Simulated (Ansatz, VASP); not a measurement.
# One calculation of B6C, two programs

```xyz
7
Lattice="3.6238 0.0000 0.0000 -1.8119 3.1383 0.0000 0.0000 0.0000 3.9622" Properties=species:S:1:pos:R:3 pbc="T T T"
B     1.1841    0.0000    1.2559
B    -0.5920    1.0254    1.2559
B     1.2199    2.1129    1.2559
B    -1.2199    2.1129    2.7062
B     2.4398    0.0000    2.7062
B     0.5920    1.0254    2.7062
C     0.0000    0.0000    0.0000
```

Change from the starting cell: species swapped into the Ti6O type (P-31m, No. 162).

Alike in both runs: functional PBE; k mesh 4 × 4 × 4; occupations gaussian, width 0.2 eV; no spin polarisation.

Ansatz relaxed the structure, and its values are those at the end. VASP's run is a single point on that final structure, the one shown.

|  | VASP | Ansatz |
| --- | --- | --- |
| version | VASP 6.6.1 | Ansatz 0.2.0 |
| potentials or method | VASP PAW PBE potentials, release 64 (B, C), cutoff 600 eV | scalar-relativistic, plane waves, PAW |
| valence electrons in the cell | 22 | 22 |

|  | VASP | Ansatz | Ansatz less VASP |
| --- | --- | --- | --- |
| gap on the k mesh at the Fermi level (eV) | none | none | - |
| pressure (GPa) | -0.4 | -0.4 | +0.02 |
| rms of the force components (eV/Å) | 0.012 | 0.010 | -0.0025 |

A gap of «none» marks a metal or a gap that the smearing closes.

The k mesh is coarse, so the values compare programs but aren't converged.
